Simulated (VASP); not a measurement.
# Al16N16O (a cell with a defect) in VASP: single point with PBE

Aim: the single point of Al16N16O (a cell with a defect) with PBE.

Program: VASP 6.6.1. These are calculated values, not measurements. Logs are shortened: lines on timing, memory, paths and dates and some standing lists are left out, and cuts for length are marked.

## (1) The cell of the first run

The cell holds a defect, 33 atoms: a = 6.260 Å, b = 6.260 Å, c = 10.035 Å, α = 90.00°, β = 90.00°, γ = 120.00°.

## (2) Single point, PBE

Input file INCAR:

```
PREC = Accurate ; ENCUT = 520
EDIFF = 1E-6 ; ISMEAR = -1
SIGMA = 0.01 ; LREAL = Auto
LASPH = True ; NELM = 120
ALGO = Normal ; ISIF = 2
LWAVE = False ; LCHARG = False
GGA = PE ; NELECT = 136.0
NBANDS = 89 ; GGA_COMPAT = False
```

Input file KPOINTS:

```
Automatic mesh
0
Gamma
  2 2 2
  0.5 0.5 0.5
```

Input file POSCAR:

```
Al16N16O
1.0
    6.2595139100      0.0000000600      0.0000000000
   -3.1297570100      5.4208980300      0.0000000000
    0.0000000000      0.0000000000     10.0348065900
Al N O
16 16 1
Direct
    0.3246134100      0.1627397100      0.2487587300
    0.1669937600      0.3337727000      0.5028084900
    0.3391519400      0.1688704700      0.7488753100
    0.1566268900      0.3111184300      1.0081172900
    0.3342421200      0.6673707700      0.2667010900
    0.1669938900      0.8343262500      0.5028035800
    0.3348100700      0.6668753300      0.7606904100
    0.1566013300      0.8449556700      1.0071851700
    0.8367850600      0.1649122100      0.2501786400
    0.6670206600      0.3346764400      0.4967103900
    0.8328109800      0.1690222300      0.7493264900
    0.6677375100      0.3338520300      0.9965073000
    0.8387742500      0.6768719100      0.2486897000
    0.6678673600      0.8347720700      0.5027543000
    0.8326494100      0.6625583600      0.7488613300
    0.6906357200      0.8450233800      1.0081654100
    0.3315690700      0.1678900900      0.4424139000
    0.1772918200      0.3526040600      0.2093316700
    0.3534408200      0.1789735100      0.9299444200
    0.1694936200      0.3328237200      0.6911396300
    0.3329134300      0.6686556100      0.4539778200
    0.1780741100      0.8236843400      0.2072656000
    0.3331284800      0.6686470500      0.9487150900
    0.1694324500      0.8318293000      0.6906634100
    0.8329589000      0.1689186200      0.4432534600
    0.6678810300      0.3335210700      0.1915598500
    0.8246422100      0.1764673100      0.9314801600
    0.6693229200      0.3323685500      0.6819049900
    0.8333167000      0.6699752400      0.4422945900
    0.6489924800      0.8241525200      0.2092107900
    0.8229559500      0.6481613900      0.9299484500
    0.6687751300      0.8323707500      0.6910432300
    0.0021420900     -0.0004260900      0.0736454900
```

Potentials or basis: VASP PAW PBE potentials, release 64 (Al, N, O).

The run is started by

```bash
$ cat potpaw_PBE.64/Al/POTCAR potpaw_PBE.64/N/POTCAR potpaw_PBE.64/O/POTCAR > POTCAR
$ mpirun -np 1 vasp_std > vasp.out
```

OUTCAR:

```text
PREC = Accurate
   ENCUT = 520
   EDIFF = 1E-6
   ISMEAR = -1
   LREAL = Auto
   LASPH = True
   NELM = 120
   ISIF = 2
   GGA = PE
   NELECT = 136.0

 ion  position               nearest neighbor table
   1  0.325  0.163  0.249-  18 1.87  22 1.89  17 1.94  26 1.95  33 2.48   4 2.96   8 2.97  13 3.04
                             9 3.06  10 3.10   6 3.11   2 3.11   5 3.13   5 3.14  12 3.14   9 3.20
   2  0.167  0.334  0.503-  21 1.88  20 1.89  17 1.89  25 1.91   5 2.98  11 3.07   3 3.07   9 3.10
                             1 3.11  14 3.12   6 3.13  10 3.13  10 3.13   6 3.13  14 3.14   7 3.16
   3  0.339  0.169  0.749-  19 1.82  20 1.90  28 1.91  24 1.92  12 3.06   6 3.06   2 3.07  11 3.09
                            15 3.09  10 3.09   7 3.13   7 3.13   8 3.13   4 3.14  15 3.17  11 3.17
   4  0.157  0.311  0.008-  33 1.81  19 1.96  27 1.97  23 2.03  18 2.03  16 2.92   8 2.92   1 2.96
                             9 2.99  12 3.13  12 3.14  11 3.14   3 3.14   7 3.14   5 3.23   8 3.34
   5  0.334  0.667  0.267-  22 1.80  18 1.80  30 1.80  21 1.88  14 2.98   2 2.98   6 2.98   9 3.13
                            13 3.13   1 3.13   9 3.13   1 3.14  13 3.14   4 3.23  16 3.23   8 3.24
   6  0.167  0.834  0.503-  21 1.86  24 1.89  17 1.91  29 1.91   5 2.98  15 3.06   3 3.06  13 3.11
                             1 3.11  14 3.13   2 3.13  10 3.13  10 3.13   2 3.13  14 3.13   7 3.16
   7  0.335  0.667  0.761-  23 1.89  24 1.92  32 1.94  20 1.94   3 3.13  11 3.13  15 3.13  15 3.13
                            11 3.13   3 3.13   8 3.14   4 3.14  16 3.14   2 3.16  14 3.16   6 3.16
   8  0.157  0.845  0.007-  33 1.80  31 1.98  19 1.98  23 2.00  22 2.02  16 2.92   4 2.92  13 2.97
                             1 2.97   3 3.13  15 3.13  12 3.13  12 3.13   7 3.14   5 3.24   4 3.34
   9  0.837  0.165  0.250-  18 1.89  30 1.90  26 1.92  25 1.94  33 2.52  16 2.99   4 2.99   1 3.06
[... 16 lines left out ...]
  18  0.177  0.353  0.209-   5 1.80   1 1.87   9 1.89   4 2.03
  19  0.353  0.179  0.930-   3 1.82  12 1.83   4 1.96   8 1.98
  20  0.169  0.333  0.691-   2 1.89   3 1.90  11 1.92   7 1.94
  21  0.333  0.669  0.454-   6 1.86   5 1.88   2 1.88  14 1.88
  22  0.178  0.824  0.207-   5 1.80   1 1.89  13 1.89   8 2.02
[... 8 lines left out ...]
  31  0.823  0.648  0.930-  15 1.82  12 1.83  16 1.96   8 1.98
  32  0.669  0.832  0.691-  14 1.89  15 1.90  11 1.92   7 1.94
  33  0.002  1.000  0.074-   8 1.80  16 1.81   4 1.81   1 2.48  13 2.48   9 2.52

  LATTYP: Found a hexagonal cell.
 ALAT       =     6.2595139100
 C/A-ratio  =     1.6031287308

  Lattice vectors:

 A1 = (   6.2595139100,   0.0000000600,   0.0000000000)
 A2 = (  -3.1297570100,   5.4208980300,   0.0000000000)
 A3 = (   0.0000000000,   0.0000000000,  10.0348065900)

Analysis of symmetry for initial positions (statically):
=====================================================================
 Subroutine PRICEL returns:
 Original cell was already a primitive cell.

 Routine SETGRP: Setting up the symmetry group for a
 hexagonal supercell.

 Subroutine GETGRP returns: Found  1 space group operations
 (whereof  1 operations were pure point group operations)
 out of a pool of 24 trial point group operations.

The static configuration has the point symmetry C_1 .

Analysis of symmetry for dynamics (positions and initial velocities):
=====================================================================
 Subroutine PRICEL returns:
 Original cell was already a primitive cell.

 Routine SETGRP: Setting up the symmetry group for a
 hexagonal supercell.

 Subroutine GETGRP returns: Found  1 space group operations
 (whereof  1 operations were pure point group operations)
 out of a pool of 24 trial point group operations.

The dynamic configuration has the point symmetry C_1 .

 Subroutine INISYM returns: Found  1 space group operations
 (whereof  1 operations are pure point group operations),
 and found     1 'primitive' translations

----------------------------------------------------------------------------------------

                                     Primitive cell

  volume of cell :     340.5029

  direct lattice vectors                    reciprocal lattice vectors
     6.259513910  0.000000060  0.000000000     0.159756813  0.092235641  0.000000000
    -3.129757010  5.420898030  0.000000000    -0.000000002  0.184471279  0.000000000
     0.000000000  0.000000000 10.034806590     0.000000000  0.000000000  0.099653141

  length of vectors
     6.259513910  6.259513910 10.034806590     0.184471279  0.184471279  0.099653141

  position of ions in fractional coordinates (direct lattice)
     0.324613410  0.162739710  0.248758730
     0.166993760  0.333772700  0.502808490
     0.339151940  0.168870470  0.748875310
     0.156626890  0.311118430  0.008117290
     0.334242120  0.667370770  0.266701090
     0.166993890  0.834326250  0.502803580
[... 25 lines left out ...]
     0.668775130  0.832370750  0.691043230
     0.002142090  0.999573910  0.073645490

  ion indices of the primitive-cell ions
   primitive index   ion index
                 1           1
                 2           2
                 3           3
                 4           4
                 5           5
                 6           6
[... 25 lines left out ...]
                32          32
                33          33

----------------------------------------------------------------------------------------

 KPOINTS: Automatic mesh

Automatic generation of k-mesh.
 Grid dimensions read from file:
 generate k-points for:    2    2    2

 Generating k-lattice:

  Cartesian coordinates                     Fractional coordinates (reciprocal lattice)
     0.079878407  0.046117821  0.000000000     0.500000000  0.000000000  0.000000000
    -0.000000001  0.092235640  0.000000000     0.000000000  0.500000000  0.000000000
     0.000000000  0.000000000  0.049826571     0.000000000  0.000000000  0.500000000

  Length of vectors
     0.092235640  0.092235640  0.049826571

  Shift w.r.t. Gamma in fractional coordinates (k-lattice)
     0.500000000  0.500000000  0.500000000

 Subroutine IBZKPT returns following result:
 ===========================================

 Found     12 irreducible k-points:

 Following reciprocal coordinates:
            Coordinates               Weight
  0.250000  0.250000  0.250000      2.000000
 -0.250000  0.500000  0.250000      2.000000
  0.500000  0.250000  0.250000      2.000000
 -0.250000 -0.250000  0.250000      2.000000
  0.250000  0.500000  0.250000      2.000000
  0.500000 -0.250000  0.250000      2.000000
 -0.250000  0.250000  0.250000      2.000000
 -0.250000  0.000000  0.250000      2.000000
  0.000000 -0.250000  0.250000      2.000000
  0.250000 -0.250000  0.250000      2.000000
  0.250000  0.000000  0.250000      2.000000
  0.000000  0.250000  0.250000      2.000000
   k-points           NKPTS =     12   k-points in BZ     NKDIM =     12   number of bands    NBANDS=     89
   number of dos      NEDOS =    301   number of ions     NIONS =     33
   total plane-waves  NPLWV = 184320
   dimension x,y,z NGX =    48 NGY =   48 NGZ =   80
   dimension x,y,z NGXF=    96 NGYF=   96 NGZF=  160
   ions per type =              16  16   1
   NGX,Y,Z   is equivalent  to a cutoff of  12.75, 12.75, 13.25 a.u.
   NGXF,Y,Z  is equivalent  to a cutoff of  25.50, 25.50, 26.51 a.u.
 SYSTEM =  unknown system
   PREC   = accura    normal or accurate (medium, high low for compatibility)
   ISTART =      0    job   : 0-new  1-cont  2-samecut
   ICHARG =      2    charge: 1-file 2-atom 10-const
   ISPIN  =      1    spin polarized calculation?
   LNONCOLLINEAR =      F non collinear calculations
   LSORBIT =      F    spin-orbit coupling
   LASPH  =      T    aspherical Exc in radial PAW
   ENCUT  =  520.0 eV  38.22 Ry    6.18 a.u.  11.64 11.64 18.66*2*pi/ulx,y,z
   NELM   =    120;   NELMIN=  2; NELMDL= -5     # of ELM steps
   EDIFF  = 0.1E-05   stopping-criterion for ELM
   LREAL  =      T    real-space projection
   EDIFFG = 0.1E-04   stopping-criterion for IOM
   NSW    =      0    number of steps for IOM
[... 5 lines left out ...]
   TEBEG  =    0.0;   TEEND  =   0.0 temperature during run
   PSTRESS=    0.0 pullay stress
   NELECT =     136.0000    total number of electrons
   NUPDOWN=      -1.0000    fix difference up-down
   EMIN   =  10.00;   EMAX   =-10.00  energy-range for DOS
   EFERMI =   0.00;   METHOD = LEGACY
   ISMEAR =    -1;   SIGMA  =   0.01  broadening in eV -4-tet -1-fermi 0-gaus
   EFERMI_NEDOS =   21; number of points for ismear=-14 and -15
   IALGO  =     38    algorithm
   IMIX   =      4    mixing-type and parameters
     AMIX     =   0.40;   BMIX     =  1.00
     AMIX_MAG =   1.60;   BMIX_MAG =  1.00
  volume/ion in A,a.u.               =      10.32        69.63
  Fermi-wavevector in a.u.,A,eV,Ry     =   1.205630  2.278311 19.776675  1.453545
  Thomas-Fermi vector in A             =   2.341321
   LORBIT       =      0    0 simple, 1 ext, 2 COOP (PROOUT), +10 PAW based schemes
   GGA     = PE    functional components
   LHFCALC =     F    Hartree Fock is set to
   AEXX    =    0.0000 exact exchange contribution
   IVDW    =     0    specifies the selected vdW correction
   LEPSILON=     F    determine dielectric tensor
   LRPA    =     F    only Hartree local field effects (RPA)
 non-spin polarized calculation
  energy-cutoff  :      520.00
  volume of cell :      340.50
 maximum number of plane-waves:      9165
 NGX is ok and might be reduce to    48
   NGX = 23   NGY = 23   NGZ = 37

 number of electron     135.9999993 magnetization

 Free energy of the ion-electron system (eV)
  ---------------------------------------------------
  ext. energy  EPLUGINS =         0.00000000
  ---------------------------------------------------
  free energy    TOTEN  =      -225.31902448 eV

  energy without entropy =     -225.31902448  energy(sigma->0) =     -225.31902448

 E-fermi :   7.6829     XC(G=0): -11.0250

 val. band max:        7.4511707538   @ k =  -0.2500  -0.2500   0.2500
 cond. band min:      11.0578004303   @ k =   0.2500  -0.2500   0.2500
 fundamental gap:      3.6066296765
 Fermi energy:         7.6829470550

 k-point     1 :       0.2500    0.2500    0.2500
  band No.  band energies     occupation
      1     -11.0058      2.00000
      2      -8.5506      2.00000
      3      -7.9737      2.00000
      4      -7.9332      2.00000
      5      -7.8087      2.00000
      6      -7.4046      2.00000
[... 985 lines left out ...]
     79      12.3833      0.00000
     80      12.7462      0.00000
 [bands above 80 left out]

------------------------ aborting loop because EDIFF is reached ----------------------------------------

  FORCE on cell =-STRESS in cart. coord.  units (eV):
  Direction    XX          YY          ZZ          XY          YZ          ZX
  --------------------------------------------------------------------------------------
  -------------------------------------------------------------------------------------
  Total       32.4859401     30.4489550     37.9005247     -1.7462345     -0.0317411      0.0219065
  in kB      152.8569415    143.2722625    178.3343276     -8.2166030     -0.1493521      0.1030772
  external PRESSURE =     158.1545106 kB  Pullay stress =       0.0000000 kB

 VOLUME and BASIS-vectors are now :
 -----------------------------------------------------------------------------
  energy-cutoff  :      520.00
  volume of cell :      340.50
      direct lattice vectors                 reciprocal lattice vectors
     6.259513910  0.000000060  0.000000000     0.159756813  0.092235641  0.000000000
    -3.129757010  5.420898030  0.000000000    -0.000000002  0.184471279  0.000000000
     0.000000000  0.000000000 10.034806590     0.000000000  0.000000000  0.099653141

 POSITION                                       TOTAL-FORCE (eV/Angst)
 -----------------------------------------------------------------------------------
      1.52259      0.88220      2.49625         0.143150     -0.052812     -0.048159
      0.00067      1.80935      5.04559        -0.105107      0.097746     -0.094519
      1.59440      0.91543      7.51482         0.121716     -0.031763     -0.151639
      0.00668      1.68654      0.08146        -0.072517      0.114981     -0.076694
      0.00348      3.61775      2.67629         0.058402     -0.030810     -0.071013
     -1.56594      4.52280      5.04554        -0.108358      0.066270     -0.127702
[... 25 lines left out ...]
      1.58109      4.51220      6.93449        -0.147931      0.108563      0.094005
     -3.11502      5.41859      0.73902        -0.097959      0.060001      0.112941
 -----------------------------------------------------------------------------------
    total drift:                                0.005388      0.010147     -0.001982

  FREE ENERGIE OF THE ION-ELECTRON SYSTEM (eV)
  ---------------------------------------------------
  free  energy   TOTEN  =      -225.3190244766 eV

  energy  without entropy=     -225.3190244765  energy(sigma->0) =     -225.31902448
```

It took 22 min on 1 thread of Oxide Virtual Turin-like, shared host; peak memory 0.53 GiB.

What came out:

```
Free energy   : -225.3190 eV
Largest force : 0.293 eV/Å
```

Forces in eV/Å, atoms in the order of the input:
```
Al   0.143 -0.053 -0.048
Al  -0.105  0.098 -0.095
Al   0.122 -0.032 -0.152
Al  -0.073  0.115 -0.077
Al   0.058 -0.031 -0.071
Al  -0.108  0.066 -0.128
Al   0.104 -0.062 -0.137
Al   0.068 -0.029 -0.106
Al   0.149 -0.103 -0.099
Al  -0.137  0.073 -0.072
Al   0.084 -0.057 -0.051
Al  -0.068  0.038 -0.090
Al   0.127 -0.097 -0.048
Al  -0.146  0.051 -0.093
Al   0.085 -0.093 -0.147
Al  -0.141 -0.007 -0.083
N    0.184 -0.090  0.080
N   -0.170 -0.019  0.006
N    0.078 -0.107  0.179
N   -0.184  0.079  0.082
N    0.183 -0.104  0.163
N   -0.103  0.043  0.246
N    0.134 -0.085  0.163
N   -0.184  0.123  0.191
N    0.202 -0.127 -0.005
N   -0.170  0.106 -0.035
N    0.041 -0.003 -0.068
N   -0.163  0.094 -0.002
N    0.198 -0.113  0.089
N   -0.079  0.171  0.020
N    0.114 -0.014  0.180
N   -0.148  0.109  0.094
O   -0.098  0.060  0.113
```

Levels at points of the mesh, in eV from the Fermi level:
| k point | band 64 | band 65 | band 66 | band 67 | band 68 | band 69 | band 70 | band 71 | band 72 | band 73 |
| --- | --- | --- | --- | --- | --- | --- | --- | --- | --- | --- |
| (0.25, 0.25, 0.25) | -1.88 | -1.71 | -1.03 | -0.82 | -0.23 | 3.85 | 4.33 | 4.51 | 4.54 | 4.66 |

Caveat: the k points lie up to 0.58 Å⁻¹ apart; the cell carries a net charge on a neutralising background, which shifts energy and pressure; the cell is charged against a uniform background, so pressure and absolute levels hang on convention.
